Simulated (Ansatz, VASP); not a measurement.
## Two plane-wave programs on Li3OF

POSCAR

```
Li3OF
1.0
    3.6053348907      0.0000000000      0.0000000000
    0.0000000000      3.6053348907      0.0000000000
    0.0000000000      0.0000000000      3.6053348907
F O Li
1 1 3
Direct
    0.0000000000      0.0000000000      0.0000000000
    0.5000000000      0.5000000000      0.5000000000
    0.5000000000      0.5000000000      0.0000000000
    0.5000000000      0.0000000000      0.5000000000
    0.0000000000      0.5000000000      0.5000000000
```

File INCAR.step1:

```
SYSTEM = Li3OF
PREC = Accurate
ENCUT = 520
ISMEAR = 0
SIGMA = 0.01
LREAL = .FALSE.
LASPH = .TRUE.
NELM = 80
NBANDS = 19
GGA = PE
ALGO = Normal
EDIFF = 1E-4
LWAVE = .TRUE.
LCHARG = .FALSE.
```

The input INCAR.step2:

```
SYSTEM = Li3OF
PREC = Accurate
ENCUT = 520
EDIFF = 1E-6
ISMEAR = 0
SIGMA = 0.01
LREAL = .FALSE.
LASPH = .TRUE.
NELM = 80
ALGO = Normal
ISIF = 2
LWAVE = .FALSE.
LCHARG = .FALSE.
METAGGA = R2SCAN
LMIXTAU = .TRUE.
NBANDS = 19
ISTART = 1
```

The input KPOINTS:

```
Automatic mesh
0
G
  6 6 6
  0 0 0
```

Input for Ansatz:

```yaml
crystal:
  lattice:
    - [3.6053348907, 0.0, 0.0]
    - [0.0, 3.6053348907, 0.0]
    - [0.0, 0.0, 3.6053348907]
  atoms:
    - { symbol: F, position: [0.0, 0.0, 0.0] }
    - { symbol: O, position: [0.5, 0.5, 0.5] }
    - { symbol: Li, position: [0.5, 0.5, 0.0] }
    - { symbol: Li, position: [0.5, 0.0, 0.5] }
    - { symbol: Li, position: [0.0, 0.5, 0.5] }
kpoints:
  mp_grid: { grid: [6, 6, 6] }
hamiltonian:
  xc: r2scan
scf:
  occupations: { method: fixed }
  n_extra_bands: 5
output:
  forces: true
  stress: true
  eigenvalues: true
```

Alike in both runs: task single point; functional r2SCAN; k mesh 6 × 6 × 6; no spin polarisation.

|  | VASP | Ansatz |
| --- | --- | --- |
| version | VASP 6.6.1 | Ansatz 0.2.0 |
| potentials or method | VASP PAW PBE potentials, release 64 (F, O, Li_sv) | plane waves, PAW |
| plane-wave cutoff (eV) | 520 | 500 |
| occupations | gaussian, width 0.01 eV | fixed |
| valence electrons in the cell | 22 | 22 |

|  | VASP | Ansatz | Ansatz less VASP |
| --- | --- | --- | --- |
| gap on the k mesh at the Fermi level (eV) | 5.76 | 5.75 | -0.013 |

VASP's potentials were made for PBE, not for r2SCAN.

Noted on VASP's run: the cutoff is short for stress, so the pressure is rough.
